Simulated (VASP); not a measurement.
# Sb (R-3m) in VASP: settings compared

Aim: see how the results for Sb move with the level of theory and the settings. Levels: PBE exchange alone, PBE0, LDA. Tasks: single point.

Program: VASP 6.6.1. These are calculated values, not measurements. Logs are shortened: lines on timing, memory, paths and dates and some standing lists are left out, and cuts for length are marked.

**1. The cell of the first run**

Symmetry: R-3m, No. 166, trigonal system. Conventional cell: a = 4.220 Å, b = 4.220 Å, c = 11.044 Å, α = 90.00°, β = 90.00°, γ = 120.00°. Sb (site symmetry 3m) has 6 Sb at 2.85 to 3.29 Å within 3.8 Å.

**2. Single point, PBE exchange alone**

File INCAR:

```
SYSTEM = Sb
AGGAC = 0.0 ; ALDAC = 0.0
ALGO = Normal ; EDIFF = 1E-6
ENCUT = 500 ; GGA = PE
GGA_COMPAT = .FALSE. ; ISIF = 2
ISMEAR = -1 ; LASPH = .TRUE.
LCHARG = .TRUE. ; LELF = .TRUE.
LREAL = .FALSE. ; LVHAR = .TRUE.
LWAVE = .FALSE. ; NBANDS = 22
NELM = 120 ; PREC = Accurate
SIGMA = 0.05
```

File KPOINTS:

```
k-points
0
G
  8 8 8
  0 0 0
```

File POSCAR:

```
Sb
1.0
    2.1102243954      1.2183386227      3.6812845966
   -2.1102243954      1.2183386227      3.6812845966
    0.0000000000     -2.4366772455      3.6812845966
Sb
2
Direct
    0.7665100000      0.7665100000      0.7665100000
    0.2334900000      0.2334900000      0.2334900000
```

Potentials or basis: VASP PAW PBE potentials, release 64 (Sb_d_GW).

Run with:

```bash
$ cat potpaw_PBE.64/Sb_d_GW/POTCAR > POTCAR
$ mpirun -np 1 vasp_std > vasp.out
```

OUTCAR:

```text
SYSTEM = Sb
   EDIFF = 1E-6
   ENCUT = 500
   GGA = PE
   ISIF = 2
   ISMEAR = -1
   LASPH = .TRUE.
   LREAL = .FALSE.
   NELM = 120
   PREC = Accurate

 ion  position               nearest neighbor table
   1  0.767  0.767  0.767-   2 2.85   2 2.85   2 2.85   2 3.29   2 3.29   2 3.29
   2  0.233  0.233  0.233-   1 2.85   1 2.85   1 2.85   1 3.29   1 3.29   1 3.29

  LATTYP: Found a trigonal (rhomboedric) cell.
 ALAT       =     4.4146633257
 COS(alpha) =     0.5430253624

  Lattice vectors:

 A1 = (   2.1102243954,   1.2183386227,   3.6812845966)
 A2 = (  -2.1102243954,   1.2183386227,   3.6812845966)
 A3 = (   0.0000000000,  -2.4366772455,   3.6812845966)

Analysis of symmetry for initial positions (statically):
=====================================================================
 Subroutine PRICEL returns:
 Original cell was already a primitive cell.

 Routine SETGRP: Setting up the symmetry group for a
 trigonal (rhombohedral) supercell.

 Subroutine GETGRP returns: Found 12 space group operations
 (whereof 12 operations were pure point group operations)
 out of a pool of 12 trial point group operations.

The static configuration has the point symmetry D_3d.

Analysis of symmetry for dynamics (positions and initial velocities):
=====================================================================
 Subroutine PRICEL returns:
 Original cell was already a primitive cell.

 Routine SETGRP: Setting up the symmetry group for a
 trigonal (rhombohedral) supercell.

 Subroutine GETGRP returns: Found 12 space group operations
 (whereof 12 operations were pure point group operations)
 out of a pool of 12 trial point group operations.

The dynamic configuration has the point symmetry D_3d.

 Subroutine INISYM returns: Found 12 space group operations
 (whereof 12 operations are pure point group operations),
 and found     1 'primitive' translations

----------------------------------------------------------------------------------------

                                     Primitive cell

  volume of cell :      56.7868

  direct lattice vectors                    reciprocal lattice vectors
     2.110224395  1.218338623  3.681284597     0.236941626  0.136798312  0.090548102
    -2.110224395  1.218338623  3.681284597    -0.236941626  0.136798312  0.090548102
     0.000000000 -2.436677245  3.681284597     0.000000000 -0.273596623  0.090548102

  length of vectors
[... 71 lines left out ...]
   NGXF,Y,Z  is equivalent  to a cutoff of  24.10, 24.10, 24.10 a.u.
 SYSTEM =  Sb
   PREC   = accura    normal or accurate (medium, high low for compatibility)
   ISTART =      0    job   : 0-new  1-cont  2-samecut
   ICHARG =      2    charge: 1-file 2-atom 10-const
   ISPIN  =      1    spin polarized calculation?
   LNONCOLLINEAR =      F non collinear calculations
   LSORBIT =      F    spin-orbit coupling
   LASPH  =      T    aspherical Exc in radial PAW
   ENCUT  =  500.0 eV  36.75 Ry    6.06 a.u.   8.05  8.05  8.05*2*pi/ulx,y,z
   NELM   =    120;   NELMIN=  2; NELMDL= -5     # of ELM steps
   EDIFF  = 0.1E-05   stopping-criterion for ELM
   LREAL  =      F    real-space projection
   EDIFFG = 0.1E-04   stopping-criterion for IOM
   NSW    =      0    number of steps for IOM
   IBRION =     -1    ionic relax: 0-MD 1-quasi-New 2-CG
   NFREE  =      0    steps in history (QN), initial steepest desc. (CG)
   ISIF   =      2    stress and relaxation
   ISYM   =      2    0-nonsym 1-usesym 2-fastsym
   POTIM  = 0.5000    time-step for ionic-motion
   TEBEG  =    0.0;   TEEND  =   0.0 temperature during run
   PSTRESS=    0.0 pullay stress
   NELECT =      30.0000    total number of electrons
   NUPDOWN=      -1.0000    fix difference up-down
   EMIN   =  10.00;   EMAX   =-10.00  energy-range for DOS
   EFERMI =   0.00;   METHOD = LEGACY
   ISMEAR =    -1;   SIGMA  =   0.05  broadening in eV -4-tet -1-fermi 0-gaus
   EFERMI_NEDOS =   21; number of points for ismear=-14 and -15
   IALGO  =     38    algorithm
   IMIX   =      4    mixing-type and parameters
     AMIX     =   0.40;   BMIX     =  1.00
     AMIX_MAG =   1.60;   BMIX_MAG =  1.00
  volume/ion in A,a.u.               =      28.39       191.61
  Fermi-wavevector in a.u.,A,eV,Ry     =   1.323425  2.500911 23.829991  1.751455
  Thomas-Fermi vector in A             =   2.453034
   LORBIT       =      0    0 simple, 1 ext, 2 COOP (PROOUT), +10 PAW based schemes
   GGA     = PE    functional components
   LHFCALC =     F    Hartree Fock is set to
   AEXX    =    0.0000 exact exchange contribution
   IVDW    =     0    specifies the selected vdW correction
   LEPSILON=     F    determine dielectric tensor
   LRPA    =     F    only Hartree local field effects (RPA)
 non-spin polarized calculation
  energy-cutoff  :      500.00
  volume of cell :       56.79
 maximum number of plane-waves:      1456
   NGX = 17   NGY = 17   NGZ = 17

 number of electron      29.9999997 magnetization

 Free energy of the ion-electron system (eV)
  ---------------------------------------------------
  ext. energy  EPLUGINS =         0.00000000
  ---------------------------------------------------
  free energy    TOTEN  =        -4.92970105 eV

  energy without entropy =       -4.92667101  energy(sigma->0) =       -4.92818603

 E-fermi :   7.7265     XC(G=0):  -8.4917

 val. band max:        7.6341438638   @ k =   0.5000   0.5000   0.5000
 cond. band min:       7.7280376720   @ k =   0.3750   0.1250   0.1250
 fundamental gap:      0.0938938082
 Fermi energy:         7.7264535339

 k-point     1 :       0.0000    0.0000    0.0000
  band No.  band energies     occupation
      1     -21.7736      2.00000
      2     -21.7736      2.00000
      3     -21.6635      2.00000
      4     -21.6635      2.00000
      5     -21.6340      2.00000
      6     -21.5197      2.00000
[... 589 lines left out ...]
     21      15.1072      0.00000
     22      17.1253      0.00000

 [... further k-points ...]
[... 5 lines left out ...]
  --------------------------------------------------------------------------------------
  -------------------------------------------------------------------------------------
  Total        6.4699673      6.4699673      5.9463356      0.0000000     -0.0000000      0.0000000
  in kB      182.5430796    182.5430796    167.7693801      0.0000000     -0.0000000      0.0000000
  external PRESSURE =     177.6185131 kB  Pullay stress =       0.0000000 kB

 VOLUME and BASIS-vectors are now :
 -----------------------------------------------------------------------------
  energy-cutoff  :      500.00
  volume of cell :       56.79
      direct lattice vectors                 reciprocal lattice vectors
     2.110224395  1.218338623  3.681284597     0.236941626  0.136798312  0.090548102
    -2.110224395  1.218338623  3.681284597    -0.236941626  0.136798312  0.090548102
     0.000000000 -2.436677245  3.681284597     0.000000000 -0.273596623  0.090548102

 POSITION                                       TOTAL-FORCE (eV/Angst)
 -----------------------------------------------------------------------------------
      0.00000     -0.00000      8.46522         0.000000      0.000000     -0.650806
      0.00000     -0.00000      2.57863         0.000000     -0.000000      0.650806
 -----------------------------------------------------------------------------------
    total drift:                                0.000000      0.000000      0.000000

  FREE ENERGIE OF THE ION-ELECTRON SYSTEM (eV)
  ---------------------------------------------------
  free  energy   TOTEN  =        -4.9297010474 eV

  energy  without entropy=       -4.9266710098  energy(sigma->0) =       -4.92818603
```

OSZICAR:

```text
N       E                     dE             d eps       ncg     rms          rms(c)
DAV:   1     0.231071983426E+03    0.23107E+03   -0.93668E+03  4046   0.128E+04
DAV:   2     0.250487161350E+02   -0.20602E+03   -0.19755E+03  5624   0.138E+03
DAV:   3    -0.369759131393E+01   -0.28746E+02   -0.28601E+02  5664   0.232E+02
DAV:   4    -0.489078356905E+01   -0.11932E+01   -0.11925E+01  5010   0.338E+01
DAV:   5    -0.492400581582E+01   -0.33222E-01   -0.33218E-01  4204   0.630E+00    0.441E+00
DAV:   6    -0.492364629657E+01    0.35952E-03   -0.55434E-02  5508   0.122E+01    0.270E+00
DAV:   7    -0.492911064871E+01   -0.54644E-02   -0.25041E-02  4330   0.104E+01    0.132E-01
DAV:   8    -0.492941714134E+01   -0.30649E-03   -0.34816E-03  5032   0.352E+00    0.756E-02
DAV:   9    -0.492967034031E+01   -0.25320E-03   -0.23744E-04  4900   0.290E-01    0.353E-02
DAV:  10    -0.492969979058E+01   -0.29450E-04   -0.58973E-05  4124   0.255E-01    0.262E-03
DAV:  11    -0.492970090221E+01   -0.11116E-05   -0.16019E-06  2896   0.279E-02    0.215E-03
DAV:  12    -0.492970104738E+01   -0.14517E-06   -0.52351E-07  2774   0.238E-02
   1 F= -.49297010E+01 E0= -.49281860E+01  d E =-.303004E-02
```

stdout:

```text
POSCAR found type information on POSCAR Sb
 POSCAR found :  1 types and       2 ions
 scaLAPACK will be used
 LDA part: xc-table for (Slater+PW92), standard interpolation
 POSCAR, INCAR and KPOINTS ok, starting setup
 FFT: planning ... GRIDC
 FFT: planning ... GRID_SOFT
 FFT: planning ... GRID
 WAVECAR not read
 entering main loop
```

Run time: 1.7 min. Hardware: 1 thread of AMD EPYC 7R43 (Zen 3), shared host; peak memory 0.19 GiB.

What came out:

```yaml
Free_energy: -4.9297 eV
Pressure: 17.8 GPa
Largest_force: 0.651 eV/Å
Band_gap_on_the_k_mesh: zero (band 15 reaches 7.73 eV, above the bottom of band 16 at 7.49 eV)
```

Forces in eV/Å, atoms in the order of the input:
```
Sb   0.000  0.000 -0.651
Sb   0.000  0.000  0.651
```

Stress tensor (GPa, compression positive):
```
18.25  0.00  0.00
 0.00 18.25  0.00
 0.00  0.00 16.78
```

Caveat: spin-orbit coupling is left out, which moves the levels of the heavy elements.

**3. Single point, PBE0, non-collinear spin, zero start, spin-orbit coupling**

This run uses another cell than the first one, of 30.21 Å³/atom, 1.064 times its volume.

File POSCAR:

```
Sb
1.0
    2.1542000000      1.2437279499      3.7580000000
   -2.1542000000      1.2437279499      3.7580000000
    0.0000000000     -2.4874558998      3.7580000000
Sb
2
Direct
    0.7665100000      0.7665100000      0.7665100000
    0.2334900000      0.2334900000      0.2334900000
```

File INCAR.step1:

```
ALGO = Normal
EDIFF = 1E-5
ENCUT = 520
GGA = PE
GGA_COMPAT = False
ISIF = 2
ISMEAR = -1
LASPH = True
LCHARG = False
LORBIT = 11
LORBMOM = True
LREAL = False
LSORBIT = True
LUSENCCL = False
LWAVE = True
MAGMOM = 0 0 0 0 0 0
NBANDS = 22
NELM = 150
PREC = Accurate
SIGMA = 0.05
```

File INCAR.step2:

```
AEXX = 0.25
ALGO = Normal
EDIFF = 1E-6
ENCUT = 520
GGA = PE
GGA_COMPAT = False
ISIF = 2
ISMEAR = -1
ISTART = 1
LASPH = True
LCHARG = False
LHFCALC = True
LORBIT = 11
LORBMOM = True
LREAL = False
LSORBIT = True
LUSENCCL = False
LWAVE = False
MAGMOM = 0 0 0 0 0 0
NBANDS = 22
NELM = 150
PREC = Accurate
PRECFOCK = Normal
SIGMA = 0.05
```

File KPOINTS:

```
k-points
0
Gamma
  4 4 4
```

Potentials or basis: VASP PAW PBE potentials, release 64 (Sb).

Run with:

```bash
$ cat potpaw_PBE.64/Sb/POTCAR > POTCAR
$ cp INCAR.step1 INCAR
$ mpirun -np 1 vasp_ncl > vasp.out
$ cp INCAR.step2 INCAR
$ mpirun -np 1 vasp_ncl > vasp.out
```

It took 21 min on 1 × NVIDIA H100 80GB with 1 thread of AMD EPYC 7R13 (Zen 3), shared host; peak memory 1.4 GiB.

It converged, with:

```yaml
Free_energy: -11.4827 eV
Pressure: -0.3 GPa
Largest_force: 0.429 eV/Å
Net_moment: 0.00 μB per cell
Valence_electrons_inside_the_program's_atomic_spheres: Sb 2.58
```

Forces in eV/Å, atoms in the order of the input:
```
Sb   0.000  0.000  0.429
Sb   0.000  0.000 -0.429
```

Stress tensor (GPa, compression positive):
```
-0.18  0.00  0.00
 0.00 -0.18  0.00
 0.00  0.00 -0.59
```

Moments on the atoms (μB; x, y, z):
```
Sb  0.00 0.00 0.00
Sb  0.00 0.00 0.00
```

Caveat: the k points lie up to 0.44 Å⁻¹ apart; the PAW data sets were made with another functional, which shifts forces and pressure a little.

**4. Single point, LDA**

File INCAR:

```
SYSTEM = Sb
PREC = Accurate
ENCUT = 520
EDIFF = 1E-6
ISMEAR = -1
SIGMA = 0.05
LREAL = .FALSE.
LASPH = .TRUE.
NELM = 80
ALGO = Normal
ISIF = 2
LWAVE = .FALSE.
LCHARG = .FALSE.
GGA = CA
NBANDS = 12
```

File KPOINTS:

```
Automatic mesh
0
G
  8 8 8
  0 0 0
```

File POSCAR:

```
Sb
1.0
    2.1102243954      1.2183386227      3.6812845966
   -2.1102243954      1.2183386227      3.6812845966
    0.0000000000     -2.4366772455      3.6812845966
Sb
2
Direct
    0.7665100000      0.7665100000      0.7665100000
    0.2334900000      0.2334900000      0.2334900000
```

Potentials or basis: VASP PAW LDA potentials, release 64 (Sb).

Run with:

```bash
$ cat potpaw_LDA.64/Sb/POTCAR > POTCAR
$ mpirun -np 1 vasp_std > vasp.out
```

OUTCAR:

```text
SYSTEM = Sb
   PREC = Accurate
   ENCUT = 520
   EDIFF = 1E-6
   ISMEAR = -1
   LREAL = .FALSE.
   LASPH = .TRUE.
   NELM = 80
   ISIF = 2
   GGA = CA

 ion  position               nearest neighbor table
   1  0.767  0.767  0.767-   2 2.85   2 2.85   2 2.85   2 3.29   2 3.29   2 3.29
   2  0.233  0.233  0.233-   1 2.85   1 2.85   1 2.85   1 3.29   1 3.29   1 3.29

  LATTYP: Found a trigonal (rhomboedric) cell.
 ALAT       =     4.4146633257
 COS(alpha) =     0.5430253624

  Lattice vectors:

 A1 = (   2.1102243954,   1.2183386227,   3.6812845966)
 A2 = (  -2.1102243954,   1.2183386227,   3.6812845966)
 A3 = (   0.0000000000,  -2.4366772455,   3.6812845966)

Analysis of symmetry for initial positions (statically):
=====================================================================
 Subroutine PRICEL returns:
 Original cell was already a primitive cell.

 Routine SETGRP: Setting up the symmetry group for a
 trigonal (rhombohedral) supercell.

 Subroutine GETGRP returns: Found 12 space group operations
 (whereof 12 operations were pure point group operations)
 out of a pool of 12 trial point group operations.

The static configuration has the point symmetry D_3d.

[... 165 lines left out ...]
 Fermi energy:         8.0386781146

 k-point     1 :       0.0000    0.0000    0.0000
  band No.  band energies     occupation
      1      -5.2928      2.00000
      2       3.4011      2.00000
      3       5.7361      2.00000
      4       6.0393      2.00000
      5       6.0393      2.00000
      6      10.0276      0.00000
      7      10.7204      0.00000
      8      10.7204      0.00000
      9      12.9868      0.00000
     10      12.9868      0.00000
     11      13.1942      0.00000
     12      14.3422      0.00000
[... 331 lines left out ...]
 k-point    24 :       0.3750    0.1250    0.1250
  band No.  band energies     occupation
      1      -4.2274      2.00000
      2       0.2877      2.00000
      3       4.3303      2.00000
      4       6.3191      2.00000
      5       8.0328      1.05840
      6       8.2488      0.02946
      7       8.5901      0.00003
      8      11.1031      0.00000
      9      12.8993      0.00000
     10      13.8484      0.00000
     11      15.1245      0.00000
     12      16.9912      0.00000

 [... further k-points ...]
[... 5 lines left out ...]
  --------------------------------------------------------------------------------------
  -------------------------------------------------------------------------------------
  Total        1.2724099      1.2724099      0.7907694      0.0000000     -0.0000000      0.0000000
  in kB       35.8996600     35.8996600     22.3106983      0.0000000     -0.0000000      0.0000000
  external PRESSURE =      31.3700061 kB  Pullay stress =       0.0000000 kB

 VOLUME and BASIS-vectors are now :
 -----------------------------------------------------------------------------
  energy-cutoff  :      520.00
  volume of cell :       56.79
      direct lattice vectors                 reciprocal lattice vectors
     2.110224395  1.218338623  3.681284597     0.236941626  0.136798312  0.090548102
    -2.110224395  1.218338623  3.681284597    -0.236941626  0.136798312  0.090548102
     0.000000000 -2.436677245  3.681284597     0.000000000 -0.273596623  0.090548102

 POSITION                                       TOTAL-FORCE (eV/Angst)
 -----------------------------------------------------------------------------------
      0.00000     -0.00000      8.46522         0.000000      0.000000     -0.431932
      0.00000     -0.00000      2.57863         0.000000     -0.000000      0.431932
 -----------------------------------------------------------------------------------
    total drift:                                0.000000     -0.000000     -0.000000

  FREE ENERGIE OF THE ION-ELECTRON SYSTEM (eV)
  ---------------------------------------------------
  free  energy   TOTEN  =        -9.6034618227 eV

  energy  without entropy=       -9.6006342525  energy(sigma->0) =       -9.60204804
```

Run time: 17 s. Hardware: 1 thread of Intel Xeon 6975P-C (Granite Rapids), shared host; peak memory 0.18 GiB.

What came out:

| Item | Value |
| --- | --- |
| Free energy | -9.6035 eV |
| Pressure | 3.1 GPa |
| Largest force | 0.432 eV/Å |
| Band gap on the k mesh | zero (band 5 reaches 8.03 eV, above the bottom of band 6 at 7.74 eV) |

Forces on the atoms (eV/Å):
```
Sb   0.000  0.000 -0.432
Sb   0.000  0.000  0.432
```

Caveat: spin-orbit coupling is left out, which moves the levels of the heavy elements.

(Continued in part 2 of 2.)
